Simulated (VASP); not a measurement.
Write the native input for VASP 6.6.1 that does the following.

| Property | Result |
| --- | --- |
| Task | relaxation of cell and atoms |
| Functional | PBE |
| Potentials or basis | VASP PAW PBE potentials, release 64 (Si, C) |
| Cutoff | 600 eV |
| k mesh | 4 × 4 × 4 |
| Occupations | gaussian, width 0.1 eV |
| Spin | no spin polarisation |
| Dipole correction | no |
| Further INCAR settings | ALGO = Normal; EDIFF = 1e-07; IBRION = 2; EDIFFG = -0.04; NSW = 90; ISIF = 3 |

The structure of Si2C lies in POSCAR:

```
Si2C
1.0
    0.0000000000      3.4908411300      3.4908411300
    3.4908411300      0.0000000000      3.4908411300
    3.4908411300      3.4908411300      0.0000000000
Si C
4 2
Direct
    0.3797322700      0.3797322700      0.3797322700
    0.3797322700      0.3797322700      0.8608031800
    0.3797322700      0.8608031800      0.3797322700
    0.8608031800      0.3797322700      0.3797322700
    0.0000000000      0.0000000000      0.0000000000
    0.2500000000      0.2500000000      0.2500000000
```

The cell was built from a structure type or drawn by symmetry, and may not be a known phase.

These files were run (other wordings do the same):

INCAR

```
SYSTEM = Si2C
  PREC = Accurate
  ENCUT = 600
  EDIFF = 1E-7
  ISMEAR = 0
  SIGMA = 0.1
  LREAL = .False.
  LASPH = .True.
  NELM = 80
  ALGO = Normal
  ISIF = 3
  LWAVE = .False.
  LCHARG = .False.
  GGA = PE
  IBRION = 2
  NSW = 90
  EDIFFG = -0.04
```

KPOINTS

```
regular mesh
0
Gamma
  4 4 4
  0 0 0
```

Potentials or basis: VASP PAW PBE potentials, release 64 (Si, C).

Command:

```console
$ cat potpaw_PBE.64/Si/POTCAR potpaw_PBE.64/C/POTCAR > POTCAR
$ mpirun -np 1 vasp_std > vasp.out
```

It gave:

* Relaxed volume: 17.77 Å³/atom
* Relaxed cell: a = 5.322 Å, b = 5.322 Å, c = 5.322 Å, α = 60.00°, β = 60.00°, γ = 60.00°
* Space group after relaxing (to 0.1 Å): F-43m (No. 216)
* Pressure after relaxing: 0.0 GPa
* Largest force after relaxing: 0.006 eV/Å
* Band gap on the k mesh: zero (bands 12 and 13 overlap by 0.23 eV)

Caveat: the k points lie up to 0.36 Å⁻¹ apart in the final cell; the volume moved by over 15 % at a fixed basis, so the end points are rough; semilocal functionals underestimate gaps, so a narrow gap can read as zero.

Run time: 4.5 min on 1 thread of Intel Xeon 8259CL, with other jobs on the host, peak memory 0.24 GiB.
